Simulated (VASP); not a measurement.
# Si: single point with PBE

System: Si, a slab with vacuum.

```
Si
1.0
     2.73750    0.00000    0.00000
    -1.36875    2.37075    0.00000
     0.00000    0.00000   24.94070
Si
5
Direct
  0.83333 0.16667 0.32728
  0.16667 0.83333 0.41300
  0.50000 0.50000 0.50000
  0.83333 0.16667 0.58699
  0.16667 0.83333 0.67272
```

```
Program             : VASP 6.6.1
Task                : single point
Functional          : PBE
Potentials or basis : VASP PAW PBE potentials, release 64 (Si)
Cutoff              : 520 eV
k mesh              : 14 × 14 × 1
Occupations         : fermi-dirac, width 0.05 eV
Spin                : no spin polarisation
```

| Item | Value |
| --- | --- |
| Largest force | 0.007 eV/Å |
| Band gap on the k mesh | zero (bands 10 and 11 overlap by 6.74 eV) |

Forces on the atoms (eV/Å):
```
Si   0.000  0.000  0.007
Si   0.000  0.000 -0.003
Si   0.000  0.000  0.000
Si   0.000  0.000  0.003
Si   0.000  0.000 -0.007
```

Levels at points of the mesh, in eV from the Fermi level:
```
           k point  band 6  band 7  band 8  band 9  band 10  band 11  band 12  band 13  band 14  band 15
(0.00, 0.00, 0.00)   -5.68   -2.89    0.10    2.66     3.93     4.27     5.49     5.78     7.95     7.99
(0.50, 0.00, 0.00)   -5.86   -4.32   -4.15   -2.25    -2.03     0.15     0.62     2.60     3.12     3.55
```

It took 2.9 min on 1 thread of Intel Xeon 8259CL, with other jobs on the host, peak memory 0.26 GiB.
